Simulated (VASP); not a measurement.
# SiNi (Pmmn) in VASP: notebook

SiNi is run at these levels: PBE; tasks: single point.

All numbers are computed with VASP 6.6.1; they aren't measurements. Logs are shortened: lines on timing, memory, paths and dates and some standing lists are left out, and cuts for length are marked.

### Step 1. The cell of the first run

Symmetry: Pmmn, No. 59, orthorhombic system. Conventional cell: a = 3.027 Å, b = 3.273 Å, c = 4.698 Å, α = 90.00°, β = 90.00°, γ = 90.00°. Within 3.1 Å of Si (site symmetry mm2) lie 6 Ni at 2.34 to 2.40 Å and 6 Si at 2.68 to 3.03 Å. Ni (site symmetry mm2) has 6 Si at 2.34 to 2.40 Å and 6 Ni at 2.67 to 3.03 Å within 3.1 Å.

### Step 2. Single point, PBE

File INCAR:

```
  ALGO = Normal
  EDIFF = 1E-6
  ENCUT = 520
  GGA = PE
  ISIF = 2
  ISMEAR = -1
  LASPH = True
  LCHARG = False
  LREAL = False
  LWAVE = False
  NBANDS = 22
  NELM = 60
  PREC = Accurate
  SIGMA = 0.1
```

File KPOINTS:

```
k-points
0
Gamma
  14 12 10
```

File POSCAR:

```
SiNi
1.0
    3.0266200000      0.0000000000      0.0000000000
    0.0000000000      3.2735000000      0.0000000000
    0.0000000000      0.0000000000      4.6977600000
Si Ni
2 2
Direct
    0.5000000000      0.5000000000      0.8423000000
    0.0000000000      0.0000000000      0.1577000000
    0.5000000000      0.5000000000      0.3442200000
    0.0000000000      0.0000000000      0.6557800000
```

Potentials or basis: VASP PAW PBE potentials, release 64 (Si, Ni).

Run with:

```bash
> cat potpaw_PBE.64/Si/POTCAR potpaw_PBE.64/Ni/POTCAR > POTCAR
> mpirun -np 1 vasp_std > vasp.out
```

OUTCAR:

```text
EDIFF = 1E-6
   ENCUT = 520
   GGA = PE
   ISIF = 2
   ISMEAR = -1
   LASPH = True
   LREAL = False
   NELM = 60
   PREC = Accurate

 ion  position               nearest neighbor table
   1  0.500  0.500  0.842-   3 2.34   3 2.36   4 2.40   4 2.40   4 2.40   4 2.40   2 2.68   2 2.68
                             2 2.68   2 2.68
   2  0.000  0.000  0.158-   4 2.34   4 2.36   3 2.40   3 2.40   3 2.40   3 2.40   1 2.68   1 2.68
                             1 2.68   1 2.68
   3  0.500  0.500  0.344-   1 2.34   1 2.36   2 2.40   2 2.40   2 2.40   2 2.40   4 2.67   4 2.67
                             4 2.67   4 2.67
   4  0.000  0.000  0.656-   2 2.34   2 2.36   1 2.40   1 2.40   1 2.40   1 2.40   3 2.67   3 2.67
                             3 2.67   3 2.67

  LATTYP: Found a simple orthorhombic cell.
 ALAT       =     3.0266200000
 B/A-ratio  =     1.0815695396
 C/A-ratio  =     1.5521472798

  Lattice vectors:

 A1 = (   3.0266200000,   0.0000000000,   0.0000000000)
 A2 = (   0.0000000000,   3.2735000000,   0.0000000000)
 A3 = (   0.0000000000,   0.0000000000,   4.6977600000)

Analysis of symmetry for initial positions (statically):
=====================================================================
 Subroutine PRICEL returns:
 Original cell was already a primitive cell.

 Routine SETGRP: Setting up the symmetry group for a
 simple orthorhombic supercell.

 Subroutine GETGRP returns: Found  8 space group operations
 (whereof  4 operations were pure point group operations)
 out of a pool of  8 trial point group operations.

The static configuration has the point symmetry C_2v.
 The point group associated with its full space group is D_2h.

Analysis of symmetry for dynamics (positions and initial velocities):
=====================================================================
 Subroutine PRICEL returns:
 Original cell was already a primitive cell.

 Routine SETGRP: Setting up the symmetry group for a
 simple orthorhombic supercell.

 Subroutine GETGRP returns: Found  8 space group operations
 (whereof  4 operations were pure point group operations)
 out of a pool of  8 trial point group operations.

The dynamic configuration has the point symmetry C_2v.
 The point group associated with its full space group is D_2h.

 Subroutine INISYM returns: Found  8 space group operations
 (whereof  4 operations are pure point group operations),
 and found     1 'primitive' translations

----------------------------------------------------------------------------------------

                                     Primitive cell

  volume of cell :      46.5437

  direct lattice vectors                    reciprocal lattice vectors
     3.026620000  0.000000000  0.000000000     0.330401570  0.000000000  0.000000000
     0.000000000  3.273500000  0.000000000     0.000000000  0.305483428  0.000000000
     0.000000000  0.000000000  4.697760000     0.000000000  0.000000000  0.212867409

  length of vectors
     3.026620000  3.273500000  4.697760000     0.330401570  0.305483428  0.212867409

  position of ions in fractional coordinates (direct lattice)
     0.500000000  0.500000000  0.842300000
     0.000000000  0.000000000  0.157700000
     0.500000000  0.500000000  0.344220000
     0.000000000  0.000000000  0.655780000

  ion indices of the primitive-cell ions
   primitive index   ion index
                 1           1
                 2           2
                 3           3
                 4           4

----------------------------------------------------------------------------------------

 KPOINTS: k-points

Automatic generation of k-mesh.
 Grid dimensions read from file:
 generate k-points for:   14   12   10

 Generating k-lattice:

  Cartesian coordinates                     Fractional coordinates (reciprocal lattice)
     0.023600112  0.000000000  0.000000000     0.071428571  0.000000000  0.000000000
     0.000000000  0.025456952  0.000000000     0.000000000  0.083333333  0.000000000
     0.000000000  0.000000000  0.021286741     0.000000000  0.000000000  0.100000000

  Length of vectors
     0.023600112  0.025456952  0.021286741

  Shift w.r.t. Gamma in fractional coordinates (k-lattice)
     0.000000000  0.000000000  0.000000000

 Subroutine IBZKPT returns following result:
 ===========================================

 Found    336 irreducible k-points:

 Following reciprocal coordinates:
            Coordinates               Weight
  0.000000  0.000000  0.000000      1.000000
  0.071429  0.000000  0.000000      2.000000
  0.142857  0.000000  0.000000      2.000000
  0.214286  0.000000  0.000000      2.000000
  0.285714  0.000000  0.000000      2.000000
  0.357143  0.000000  0.000000      2.000000
[... 16 lines left out ...]
  0.428571  0.166667  0.000000      4.000000
  0.500000  0.166667  0.000000      2.000000
 [... further k-points ...]
   k-points           NKPTS =    336   k-points in BZ     NKDIM =    336   number of bands    NBANDS=     22
   number of dos      NEDOS =    301   number of ions     NIONS =      4
   total plane-waves  NPLWV =  20736
   dimension x,y,z NGX =    24 NGY =   24 NGZ =   36
   dimension x,y,z NGXF=    48 NGYF=   48 NGZF=   72
   ions per type =               2   2
   NGX,Y,Z   is equivalent  to a cutoff of  13.18, 12.19, 12.74 a.u.
   NGXF,Y,Z  is equivalent  to a cutoff of  26.37, 24.38, 25.48 a.u.
 SYSTEM =  unknown system
   PREC   = accura    normal or accurate (medium, high low for compatibility)
   ISTART =      0    job   : 0-new  1-cont  2-samecut
   ICHARG =      2    charge: 1-file 2-atom 10-const
   ISPIN  =      1    spin polarized calculation?
   LNONCOLLINEAR =      F non collinear calculations
   LSORBIT =      F    spin-orbit coupling
   LASPH  =      T    aspherical Exc in radial PAW
   ENCUT  =  520.0 eV  38.22 Ry    6.18 a.u.   5.63  6.09  8.73*2*pi/ulx,y,z
   NELM   =     60;   NELMIN=  2; NELMDL= -5     # of ELM steps
   EDIFF  = 0.1E-05   stopping-criterion for ELM
   LREAL  =      F    real-space projection
   EDIFFG = 0.1E-04   stopping-criterion for IOM
   NSW    =      0    number of steps for IOM
   IBRION =     -1    ionic relax: 0-MD 1-quasi-New 2-CG
   NFREE  =      0    steps in history (QN), initial steepest desc. (CG)
   ISIF   =      2    stress and relaxation
   ISYM   =      2    0-nonsym 1-usesym 2-fastsym
   POTIM  = 0.5000    time-step for ionic-motion
   TEBEG  =    0.0;   TEEND  =   0.0 temperature during run
   PSTRESS=    0.0 pullay stress
   NELECT =      28.0000    total number of electrons
   NUPDOWN=      -1.0000    fix difference up-down
   EMIN   =  10.00;   EMAX   =-10.00  energy-range for DOS
   EFERMI =   0.00;   METHOD = LEGACY
   ISMEAR =    -1;   SIGMA  =   0.10  broadening in eV -4-tet -1-fermi 0-gaus
   EFERMI_NEDOS =   21; number of points for ismear=-14 and -15
   IALGO  =     38    algorithm
   IMIX   =      4    mixing-type and parameters
     AMIX     =   0.40;   BMIX     =  1.00
     AMIX_MAG =   1.60;   BMIX_MAG =  1.00
  volume/ion in A,a.u.               =      11.64        78.52
  Fermi-wavevector in a.u.,A,eV,Ry     =   1.381997  2.611596 25.985987  1.909916
  Thomas-Fermi vector in A             =   2.506729
   LORBIT       =      0    0 simple, 1 ext, 2 COOP (PROOUT), +10 PAW based schemes
   GGA     = PE    functional components
   LHFCALC =     F    Hartree Fock is set to
   AEXX    =    0.0000 exact exchange contribution
   IVDW    =     0    specifies the selected vdW correction
   LEPSILON=     F    determine dielectric tensor
   LRPA    =     F    only Hartree local field effects (RPA)
 non-spin polarized calculation
  energy-cutoff  :      520.00
  volume of cell :       46.54
 maximum number of plane-waves:      1274
 NGX is ok and might be reduce to    24
   NGX = 11   NGY = 13   NGZ = 17

 number of electron      28.0000015 magnetization

 Free energy of the ion-electron system (eV)
  ---------------------------------------------------
  ext. energy  EPLUGINS =         0.00000000
  ---------------------------------------------------
  free energy    TOTEN  =       -23.62737873 eV

  energy without entropy =      -23.58877224  energy(sigma->0) =      -23.60807548

 E-fermi :  11.2386     XC(G=0): -12.4567

 val. band max:       11.2367059726   @ k =   0.3571   0.3333   0.0000
 cond. band min:      11.2408790719   @ k =   0.5000   0.3333   0.4000
 fundamental gap:      0.0041730993
 Fermi energy:        11.2385763861

 k-point     1 :       0.0000    0.0000    0.0000
  band No.  band energies     occupation
      1      -2.5556      2.00000
      2       3.1825      2.00000
      3       4.8349      2.00000
      4       7.1489      2.00000
      5       7.7461      2.00000
      6       8.2945      2.00000
[... 14 lines left out ...]
     21      19.4014      0.00000
     22      20.3538      0.00000

 k-point     2 :       0.0714    0.0000    0.0000
  band No.  band energies     occupation
      1      -2.4745      2.00000
      2       3.2415      2.00000
      3       4.8999      2.00000
      4       7.1239      2.00000
      5       7.7749      2.00000
      6       8.2528      2.00000
[... 14 lines left out ...]
     21      19.4913      0.00000
     22      20.3957      0.00000

 k-point     3 :       0.1429    0.0000    0.0000
  band No.  band energies     occupation
      1      -2.2316      2.00000
      2       3.4093      2.00000
      3       5.0912      2.00000
      4       6.9430      2.00000
      5       7.8564      2.00000
      6       8.1097      2.00000
[... 14 lines left out ...]
     21      19.7599      0.00000
     22      20.5089      0.00000
[... 476 lines left out ...]
 k-point    23 :       0.4286    0.1667    0.0000
  band No.  band energies     occupation
      1       0.6099      2.00000
      2       2.5576      2.00000
      3       5.8261      2.00000
      4       6.6699      2.00000
      5       6.8746      2.00000
      6       7.1316      2.00000
[... 14 lines left out ...]
     21      19.2847      0.00000
     22      20.2687      0.00000

 k-point    24 :       0.5000    0.1667    0.0000
  band No.  band energies     occupation
      1       1.5513      2.00000
      2       1.5513      2.00000
      3       6.3040      2.00000
      4       6.3040      2.00000
      5       6.9913      2.00000
      6       6.9913      2.00000
[... 14 lines left out ...]
     21      19.8326      0.00000
     22      19.8326      0.00000

 [... further k-points ...]

------------------------ aborting loop because EDIFF is reached ----------------------------------------

  FORCE on cell =-STRESS in cart. coord.  units (eV):
  Direction    XX          YY          ZZ          XY          YZ          ZX
  --------------------------------------------------------------------------------------
  -------------------------------------------------------------------------------------
  Total        0.3386356      0.2984116      0.4915848      0.0000000      0.0000000      0.0000000
  in kB       11.6568737     10.2722423     16.9218542      0.0000000      0.0000000      0.0000000
  external PRESSURE =      12.9503234 kB  Pullay stress =       0.0000000 kB

 VOLUME and BASIS-vectors are now :
 -----------------------------------------------------------------------------
  energy-cutoff  :      520.00
  volume of cell :       46.54
      direct lattice vectors                 reciprocal lattice vectors
     3.026620000  0.000000000  0.000000000     0.330401570  0.000000000  0.000000000
     0.000000000  3.273500000  0.000000000     0.000000000  0.305483428  0.000000000
     0.000000000  0.000000000  4.697760000     0.000000000  0.000000000  0.212867409

 POSITION                                       TOTAL-FORCE (eV/Angst)
 -----------------------------------------------------------------------------------
      1.51331      1.63675      3.95692         0.000000      0.000000      0.109094
      0.00000      0.00000      0.74084         0.000000      0.000000     -0.109094
      1.51331      1.63675      1.61706         0.000000      0.000000     -0.121059
      0.00000      0.00000      3.08070         0.000000      0.000000      0.121059
 -----------------------------------------------------------------------------------
    total drift:                                0.000000      0.000000      0.000000

  FREE ENERGIE OF THE ION-ELECTRON SYSTEM (eV)
  ---------------------------------------------------
  free  energy   TOTEN  =       -23.6273787269 eV

  energy  without entropy=      -23.5887722364  energy(sigma->0) =      -23.60807548
```

Wall time 90 s (1 thread of Intel Xeon 6975P-C (Granite Rapids), shared host); peak memory 0.39 GiB.

What came out:

```
Free energy            : -23.6274 eV
Pressure               : 1.3 GPa
Largest force          : 0.121 eV/Å
Band gap on the k mesh : zero (bands 14 and 15 overlap by 2.39 eV)
```

Forces in eV/Å, atoms in the order of the input:
```
Si   0.000  0.000  0.109
Si   0.000  0.000 -0.109
Ni   0.000  0.000 -0.121
Ni   0.000  0.000  0.121
```

Stress tensor (GPa, compression positive):
```
1.17 0.00 0.00
0.00 1.03 0.00
0.00 0.00 1.69
```

Spin polarisation is off, so any magnetic state and its effect on volume and gap are missing.

### Step 3. Single point, PBE

File INCAR:

```
SYSTEM = SiNi
  PREC = Accurate
  ENCUT = 520
  EDIFF = 1E-7
  ISMEAR = -1
  SIGMA = 0.5
  LREAL = .False.
  LASPH = .True.
  NELM = 60
  ALGO = Normal
  ISIF = 2
  LWAVE = .False.
  LCHARG = .True.
  GGA = PE
  LELF = .True.
  LVHAR = .True.
  NBANDS = 22
```

File KPOINTS:

```
regular mesh
0
Gamma
  14 12 10
  0 0 0
```

POSCAR is that of step 2.

Potentials or basis: VASP PAW PBE potentials, release 64 (Si, Ni).

Run with:

```bash
> cat potpaw_PBE.64/Si/POTCAR potpaw_PBE.64/Ni/POTCAR > POTCAR
> mpirun -np 1 vasp_std > vasp.out
```

Run time: 1.8 min. Hardware: 1 thread of Intel Xeon 6975P-C (Granite Rapids), shared host; peak memory 0.39 GiB.

It converged, with:

```
Free energy            : -24.1898 eV
Pressure               : 4.9 GPa
Largest force          : 0.331 eV/Å
Band gap on the k mesh : zero (bands 14 and 15 overlap by 2.43 eV)
```

Forces in eV/Å, atoms in the order of the input:
```
Si   0.000  0.000  0.331
Si   0.000  0.000 -0.331
Ni   0.000  0.000 -0.044
Ni   0.000  0.000  0.044
```

Stress tensor (GPa, compression positive):
```
4.41 0.00 0.00
0.00 4.65 0.00
0.00 0.00 5.74
```

Levels at points of the mesh, in eV from the Fermi level:
```csv
k point,band 10,band 11,band 12,band 13,band 14,band 15,band 16,band 17,band 18,band 19
"(0.00, 0.00, 0.00)",-2.56,-2.32,-1.97,-1.93,-1.00,0.85,3.04,5.18,5.42,6.87
"(0.50, 0.00, 0.00)",-2.48,-2.46,-2.46,-1.66,-1.66,1.69,1.69,3.59,3.59,6.24
"(0.00, 0.50, 0.00)",-2.62,-2.22,-2.22,-2.07,-2.07,1.27,1.27,4.66,4.66,7.55
"(0.50, 0.50, 0.00)",-3.18,-1.98,-1.98,-1.63,-1.63,1.51,1.51,2.05,2.05,3.98
"(0.00, 0.00, 0.50)",-2.67,-2.66,-2.01,1.32,1.98,2.29,2.60,2.66,3.66,4.02
"(0.50, 0.00, 0.50)",-2.34,-2.12,-2.12,-1.48,-1.48,3.86,3.86,5.39,5.39,5.89
"(0.00, 0.50, 0.50)",-2.42,-1.99,-1.99,-1.92,-1.92,5.08,5.08,5.35,5.35,7.22
"(0.50, 0.50, 0.50)",-2.66,-2.01,-2.01,-1.59,-1.59,-0.36,-0.36,0.96,0.96,8.31
```

Caveat: the cell stands under pressure; so wide a smearing shifts energies and pressures. Spin polarisation is off, so any magnetic state and its effect on volume and gap are missing.

(Part 1 of 2 ends here.)
